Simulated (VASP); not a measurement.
**Sc: single point with LDA**

The system is Sc.

```
Sc
1.0
     0.00000    2.99916    2.99916
     2.99916    0.00000    2.99916
     2.99916    2.99916    0.00000
Sc
2
Cartesian
  0.7498 0.7498 0.7498
  5.2485 5.2485 5.2485
```

This isn't the form of Sc at room conditions, which is hcp.

```json
{"Program": "VASP 6.6.1", "Task": "single point", "Functional": "LDA", "Potentials or basis": "VASP PAW LDA potentials, release 64 (Sc_sv)", "Cutoff": "520 eV", "k mesh": "9 × 9 × 9", "Occupations": "fermi-dirac, width 0.1 eV", "Spin": "non-collinear spin, zero start, spin-orbit coupling", "Starting moments": "[[0.0, 0.0, 0.0], [0.0, 0.0, 0.0]] μB"}
```

```yaml
Pressure: 0.1 GPa
Net_moment: 0.00 μB per cell
Valence_electrons_inside_the_program's_atomic_spheres: Sc 9.70
```

Moments on the atoms (μB; x, y, z):
```
Sc  0.00 0.00 0.00
Sc  0.00 0.00 0.00
```

Run time: 2.2 min on 1 thread of Intel Xeon 8259CL, with other jobs on the host, peak memory 0.29 GiB.
